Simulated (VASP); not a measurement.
# AlGa3N4 (Cm) in VASP: single point with r2SCAN

Aim: the single point of AlGa3N4 with r2SCAN.

Everything below comes from runs of VASP 6.6.1. Logs are shortened: lines on timing, memory, paths and dates and some standing lists are left out, and cuts for length are marked.

## Step 1: The cell of the first run

The structure is monoclinic, space group Cm (No. 8). Conventional cell: a = 20.556 Å, b = 3.163 Å, c = 5.477 Å, α = 90.00°, β = 90.04°, γ = 90.00°. Within 2.5 Å of Al (site symmetry m) lie 4 N at 1.89 to 1.90 Å. Al (site symmetry m) has 4 N at 1.89 to 1.90 Å within 2.5 Å. Within 2.6 Å of Ga (site symmetry m) lie 5 N at 1.94 to 2.51 Å. Ga (site symmetry m) has 4 N at 1.94 to 1.95 Å within 2.6 Å. Within 2.6 Å of Ga (site symmetry m) lie 5 N at 1.94 to 2.52 Å. Within 2.6 Å of Ga (site symmetry m) lie 4 N at 1.94 to 1.96 Å. Ga (site symmetry m) has 4 N at 1.95 to 1.96 Å within 2.6 Å. Ga (site symmetry m) has 4 N at 1.95 to 1.96 Å within 2.6 Å.

## Step 2: Single point, r2SCAN (the part above a cut slid along it)

POSCAR reads:

```
AlGa3N4
1.0
    0.0000000000     -3.1634143063      0.0000000000
    0.0036943786      0.0000000000     -5.4769945779
   10.2778404038     -1.5817071532      0.0000343770
Al Ga N
2 6 8
Direct
    0.0771792787      0.3327017646      0.8456414426
    0.3271792787      0.3327017646      0.3456414426
    0.4525321782      0.6649393012      0.0949356435
    0.2025321783      0.6649393012      0.5949356435
   -0.0474877979      0.1685429296      0.0949755958
   -0.2974877979      0.1685429296      0.5949755958
   -0.1726402496      0.8338086149      0.3452804992
   -0.4226402496      0.8338086149      0.8452804992
    0.0474717390      0.6593989656      0.9050565220
    0.2974717390      0.6593989656      0.4050565220
   -0.4520077606      0.1740689627      0.9040155213
   -0.2020077606      0.1740689627      0.4040155213
   -0.0777348874      0.8338062859      0.1554697749
   -0.3277348874      0.8338062859      0.6554697749
    0.4193874972      0.3327321755      0.1612250056
    0.1693874972      0.3327321755      0.6612250056
```

INCAR.step1 reads:

```
SYSTEM = AlGa3N4
PREC = Accurate
ENCUT = 520
ISMEAR = 0
SIGMA = 0.05
LREAL = Auto
LASPH = .True.
NELM = 60
NBANDS = 76
ISYM = 0
GGA = PE
ALGO = Normal
EDIFF = 1E-4
LWAVE = .True.
LCHARG = .False.
```

INCAR.step2 reads:

```
SYSTEM = AlGa3N4
PREC = Accurate
ENCUT = 520
EDIFF = 1E-6
ISMEAR = 0
SIGMA = 0.05
LREAL = Auto
LASPH = .True.
NELM = 60
ALGO = Normal
ISIF = 2
LWAVE = .False.
LCHARG = .False.
METAGGA = R2SCAN
LMIXTAU = .True.
NBANDS = 76
ISYM = 0
ISTART = 1
```

KPOINTS reads:

```
regular mesh
0
Gamma
  7 4 3
  0 0 0
```

Potentials or basis: VASP PAW PBE potentials, release 64 (Al, Ga_d, N).

Command:

```sh
cat potpaw_PBE.64/Al/POTCAR potpaw_PBE.64/Ga_d/POTCAR potpaw_PBE.64/N/POTCAR > POTCAR
cp INCAR.step1 INCAR
mpirun -np 1 vasp_std > vasp.out
cp INCAR.step2 INCAR
mpirun -np 1 vasp_std > vasp.out
```

OUTCAR:

```text
SYSTEM = AlGa3N4
   PREC = Accurate
   ENCUT = 520
   EDIFF = 1E-6
   ISMEAR = 0
   LREAL = Auto
   LASPH = .True.
   NELM = 60
   ISIF = 2
   METAGGA = R2SCAN
   ISYM = 0
   ISTART = 1

 ion  position               nearest neighbor table
   1  0.077  0.333  0.846-   9 1.89  16 1.90  11 1.90  11 1.90   5 2.72
   2  0.327  0.333  0.346-  10 1.89  15 1.90  12 1.90  12 1.90   6 3.14   6 3.14
   3  0.453  0.665  0.095-  13 1.94  13 1.94  15 1.94   8 2.73
   4  0.203  0.665  0.595-  14 1.94  14 1.94  16 1.94  10 1.95
   5  0.953  0.169  0.095-  13 1.94  15 1.94  15 1.94   1 2.72
   6  0.703  0.169  0.595-  14 1.94  16 1.94  16 1.94  12 1.96   2 3.14   2 3.14
   7  0.827  0.834  0.345-  10 1.95  10 1.95  13 1.95  12 1.96
   8  0.577  0.834  0.845-   9 1.95   9 1.95  14 1.95  11 1.96   3 2.73
   9  0.047  0.659  0.905-   1 1.89   8 1.95   8 1.95
  10  0.297  0.659  0.405-   2 1.89   7 1.95   7 1.95   4 1.95
  11  0.548  0.174  0.904-   1 1.90   1 1.90   8 1.96
  12  0.798  0.174  0.404-   2 1.90   2 1.90   7 1.96   6 1.96
  13  0.922  0.834  0.155-   3 1.94   3 1.94   5 1.94   7 1.95
  14  0.672  0.834  0.655-   4 1.94   4 1.94   6 1.94   8 1.95
  15  0.419  0.333  0.161-   2 1.90   3 1.94   5 1.94   5 1.94
  16  0.169  0.333  0.661-   1 1.90   4 1.94   6 1.94   6 1.94

IMPORTANT INFORMATION: All symmetrisations will be switched off!
NOSYMM: (Re-)initialisation of all symmetry stuff for point group C_1.

----------------------------------------------------------------------------------------

                                     Primitive cell

  volume of cell :     178.0739

  direct lattice vectors                    reciprocal lattice vectors
     0.000000000 -3.163414306  0.000000000    -0.048648352 -0.316114142 -0.000032815
     0.003694379  0.000000000 -5.476994578     0.000000611  0.000000000 -0.182581886
    10.277840404 -1.581707153  0.000034377     0.097296704  0.000000000  0.000065629

  length of vectors
     3.163414306  5.476995824 10.398836516     0.319835605  0.182581886  0.097296726

  position of ions in fractional coordinates (direct lattice)
     0.077179279  0.332701765  0.845641443
     0.327179279  0.332701765  0.345641443
     0.452532178  0.664939301  0.094935644
     0.202532178  0.664939301  0.594935644
     0.952512202  0.168542930  0.094975596
     0.702512202  0.168542930  0.594975596
[... 8 lines left out ...]
     0.419387497  0.332732175  0.161225006
     0.169387497  0.332732175  0.661225006

  ion indices of the primitive-cell ions
   primitive index   ion index
                 1           1
                 2           2
                 3           3
                 4           4
                 5           5
                 6           6
[... 8 lines left out ...]
                15          15
                16          16

----------------------------------------------------------------------------------------

 KPOINTS: regular mesh

Automatic generation of k-mesh.
 Grid dimensions read from file:
 generate k-points for:    7    4    3

 Generating k-lattice:

  Cartesian coordinates                     Fractional coordinates (reciprocal lattice)
    -0.006949765 -0.045159163 -0.000004688     0.142857143  0.000000000  0.000000000
     0.000000153  0.000000000 -0.045645471     0.000000000  0.250000000 -0.000000000
     0.032432235  0.000000000  0.000021876     0.000000000 -0.000000000  0.333333333

  Length of vectors
     0.045690801  0.045645471  0.032432242

  Shift w.r.t. Gamma in fractional coordinates (k-lattice)
     0.000000000  0.000000000  0.000000000

 -----------------------------------------------------------------------------
|                                                                             |
|           W    W    AA    RRRRR   N    N  II  N    N   GGGG   !!!           |
|           W    W   A  A   R    R  NN   N  II  NN   N  G    G  !!!           |
|           W    W  A    A  R    R  N N  N  II  N N  N  G       !!!           |
|           W WW W  AAAAAA  RRRRR   N  N N  II  N  N N  G  GGG   !            |
|           WW  WW  A    A  R   R   N   NN  II  N   NN  G    G                |
|           W    W  A    A  R    R  N    N  II  N    N   GGGG   !!!           |
|                                                                             |
|     Your reciprocal lattice and k-lattice belong to different lattice       |
|     classes:                                                                |
|                                                                             |
|        The reciprocal lattice is base-centered monoclinic,                  |
|        whereas your k-lattice is triclinic.                                 |
|                                                                             |
|     Results are often still useful ...                                      |
|                                                                             |
 -----------------------------------------------------------------------------

 WARNING: IBZKPT: internal override: KBLOWUP is changed to .FALSE.
      ... skipping the blow-up phase ...

 Subroutine IBZKPT returns following result:
 ===========================================

 Found     43 irreducible k-points:

 Following reciprocal coordinates:
            Coordinates               Weight
  0.000000  0.000000  0.000000      1.000000
  0.142857  0.000000 -0.000000      2.000000
  0.285714 -0.000000  0.000000      2.000000
  0.428571  0.000000 -0.000000      2.000000
  0.000000  0.250000 -0.000000      2.000000
  0.142857  0.250000 -0.000000      2.000000
[... 16 lines left out ...]
  0.000000  0.250000  0.333333      2.000000
  0.142857  0.250000  0.333333      2.000000
 [... further k-points ...]
   k-points           NKPTS =     43   k-points in BZ     NKDIM =     43   number of bands    NBANDS=     76
   number of dos      NEDOS =    301   number of ions     NIONS =     16
   total plane-waves  NPLWV =  80640
   dimension x,y,z NGX =    24 NGY =   42 NGZ =   80
   dimension x,y,z NGXF=    48 NGYF=   84 NGZF=  160
   ions per type =               2   6   8
   NGX,Y,Z   is equivalent  to a cutoff of  12.61, 12.75, 12.79 a.u.
   NGXF,Y,Z  is equivalent  to a cutoff of  25.23, 25.50, 25.58 a.u.
 SYSTEM =  AlGa3N4
   PREC   = accura    normal or accurate (medium, high low for compatibility)
   ISTART =      1    job   : 0-new  1-cont  2-samecut
   ICHARG =      0    charge: 1-file 2-atom 10-const
   ISPIN  =      1    spin polarized calculation?
   LNONCOLLINEAR =      F non collinear calculations
   LSORBIT =      F    spin-orbit coupling
   LASPH  =      T    aspherical Exc in radial PAW
   ENCUT  =  520.0 eV  38.22 Ry    6.18 a.u.   5.88 10.18 19.33*2*pi/ulx,y,z
   NELM   =     60;   NELMIN=  2; NELMDL=  0     # of ELM steps
   EDIFF  = 0.1E-05   stopping-criterion for ELM
   LREAL  =      T    real-space projection
   EDIFFG = 0.1E-04   stopping-criterion for IOM
   NSW    =      0    number of steps for IOM
   IBRION =     -1    ionic relax: 0-MD 1-quasi-New 2-CG
   NFREE  =      0    steps in history (QN), initial steepest desc. (CG)
   ISIF   =      2    stress and relaxation
   ISYM   =      0    0-nonsym 1-usesym 2-fastsym
   POTIM  = 0.5000    time-step for ionic-motion
   TEBEG  =    0.0;   TEEND  =   0.0 temperature during run
   PSTRESS=    0.0 pullay stress
   NELECT =     124.0000    total number of electrons
   NUPDOWN=      -1.0000    fix difference up-down
   EMIN   =  10.00;   EMAX   =-10.00  energy-range for DOS
   EFERMI =   0.00;   METHOD = LEGACY
   ISMEAR =     0;   SIGMA  =   0.05  broadening in eV -4-tet -1-fermi 0-gaus
   EFERMI_NEDOS =   21; number of points for ismear=-14 and -15
   IALGO  =     38    algorithm
   IMIX   =      4    mixing-type and parameters
     AMIX     =   0.40;   BMIX     =  1.00
     AMIX_MAG =   1.60;   BMIX_MAG =  1.00
  volume/ion in A,a.u.               =      11.13        75.11
  Fermi-wavevector in a.u.,A,eV,Ry     =   1.451049  2.742084 28.647641  2.105542
  Thomas-Fermi vector in A             =   2.568591
   LORBIT       =      0    0 simple, 1 ext, 2 COOP (PROOUT), +10 PAW based schemes
   METAGGA = R2SCAN    functional components
   LHFCALC =     F    Hartree Fock is set to
   AEXX    =    0.0000 exact exchange contribution
   IVDW    =     0    specifies the selected vdW correction
   LEPSILON=     F    determine dielectric tensor
   LRPA    =     F    only Hartree local field effects (RPA)
 non-spin polarized calculation
 Gauss-broadening in eV      SIGMA  =   0.05
  energy-cutoff  :      520.00
  volume of cell :      178.07
 maximum number of plane-waves:      4819
   NGX = 11   NGY = 21   NGZ = 39

 number of electron     123.9999978 magnetization

 Free energy of the ion-electron system (eV)
  ---------------------------------------------------
  ext. energy  EPLUGINS =         0.00000000
  ---------------------------------------------------
  free energy    TOTEN  =      -167.04423478 eV

  energy without entropy =     -167.04423478  energy(sigma->0) =     -167.04423478

 E-fermi :   5.7911     XC(G=0): -12.4124

 val. band max:        5.5449390452   @ k =   0.0000   0.0000   0.0000
 cond. band min:       7.6724899245   @ k =   0.0000   0.0000   0.0000
 fundamental gap:      2.1275508793
 Fermi energy:         5.7911258960

 k-point     1 :       0.0000    0.0000    0.0000
  band No.  band energies     occupation
      1     -11.3725      2.00000
      2     -10.8035      2.00000
      3     -10.5812      2.00000
      4     -10.4147      2.00000
      5     -10.0723      2.00000
      6      -9.8861      2.00000
[... 66 lines left out ...]
     73      14.3018      0.00000
     74      14.5814      0.00000

 k-point     2 :       0.1429    0.0000   -0.0000
  band No.  band energies     occupation
      1     -11.2249      2.00000
      2     -10.7093      2.00000
      3     -10.5385      2.00000
      4     -10.3204      2.00000
      5     -10.0375      2.00000
      6      -9.8496      2.00000
[... 1686 lines left out ...]
 k-point    24 :       0.1429    0.2500    0.3333
  band No.  band energies     occupation
      1     -11.0796      2.00000
      2     -10.6765      2.00000
      3     -10.5746      2.00000
      4     -10.2266      2.00000
      5     -10.0996      2.00000
      6      -9.8717      2.00000
[... 66 lines left out ...]
     73      13.7794      0.00000
     74      13.9521      0.00000

 [... further k-points ...]

 [bands above 74 left out]

------------------------ aborting loop because EDIFF is reached ----------------------------------------

  FORCE on cell =-STRESS in cart. coord.  units (eV):
  Direction    XX          YY          ZZ          XY          YZ          ZX
  --------------------------------------------------------------------------------------
  -------------------------------------------------------------------------------------
  Total        4.6720073     -7.8483077      1.0711711     -0.0016960      0.0042323     -2.4113523
  in kB       42.0352695    -70.6132739      9.6376063     -0.0152594      0.0380793    -21.6955667
  external PRESSURE =      -6.3134660 kB  Pullay stress =       0.0000000 kB

 VOLUME and BASIS-vectors are now :
 -----------------------------------------------------------------------------
  energy-cutoff  :      520.00
  volume of cell :      178.07
      direct lattice vectors                 reciprocal lattice vectors
     0.000000000 -3.163414306  0.000000000    -0.048648352 -0.316114142 -0.000032815
     0.003694379  0.000000000 -5.476994578     0.000000611  0.000000000 -0.182581886
    10.277840404 -1.581707153  0.000034377     0.097296704  0.000000000  0.000065629

 POSITION                                       TOTAL-FORCE (eV/Angst)
 -----------------------------------------------------------------------------------
      8.69260     -1.58171     -1.82218        -0.643125      0.001649     -0.448433
      3.55368     -1.58171     -1.82219         0.328400      0.001673     -0.076578
      0.97819     -1.58171     -3.64187        -0.107596      0.001893      0.436629
      6.11711     -1.58171     -3.64185         0.256460      0.001619      0.019356
      0.97677     -3.16341     -0.92311        -0.009373     -0.003512      0.355784
      6.11569     -3.16341     -0.92309         0.248737     -0.004352     -0.017175
[... 8 lines left out ...]
      1.65827     -1.58171     -1.82237         0.340464      0.001533     -0.583451
      6.79719     -1.58171     -1.82235        -0.211029      0.001575      0.070019
 -----------------------------------------------------------------------------------
    total drift:                               -0.039415     -0.020664      0.008214

  FREE ENERGIE OF THE ION-ELECTRON SYSTEM (eV)
  ---------------------------------------------------
  free  energy   TOTEN  =      -167.0442347794 eV

  energy  without entropy=     -167.0442347794  energy(sigma->0) =     -167.04423478
```

Wall time 71 min (1 thread of Oxide Virtual Turin-like, shared host); peak memory 0.48 GiB.

Results:

```
Free energy            : -167.0442 eV
Pressure               : -0.6 GPa
Largest force          : 0.937 eV/Å
Band gap on the k mesh : 2.13 eV
```

Forces on the atoms (eV/Å):
```
Al  -0.643  0.002 -0.448
Al   0.328  0.002 -0.077
Ga  -0.108  0.002  0.437
Ga   0.256  0.002  0.019
Ga  -0.009 -0.004  0.356
Ga   0.249 -0.004 -0.017
Ga   0.284 -0.004 -0.095
Ga  -0.493 -0.004 -0.511
N    0.281  0.001  0.894
N   -0.231  0.001  0.059
N    0.233  0.001  0.518
N   -0.267  0.001 -0.109
N    0.250  0.001 -0.572
N   -0.260  0.001  0.060
N    0.340  0.002 -0.583
N   -0.211  0.002  0.070
```

Stress tensor (GPa, compression positive):
```
 4.20  0.00 -2.17
 0.00 -7.06  0.00
-2.17  0.00  0.96
```

Caveat: the cell differs from its parent crystal (the part above a cut slid along it); the stress differs along the axes, from -7 to 4 GPa; the PAW data sets were made with another functional, which shifts forces and pressure a little.
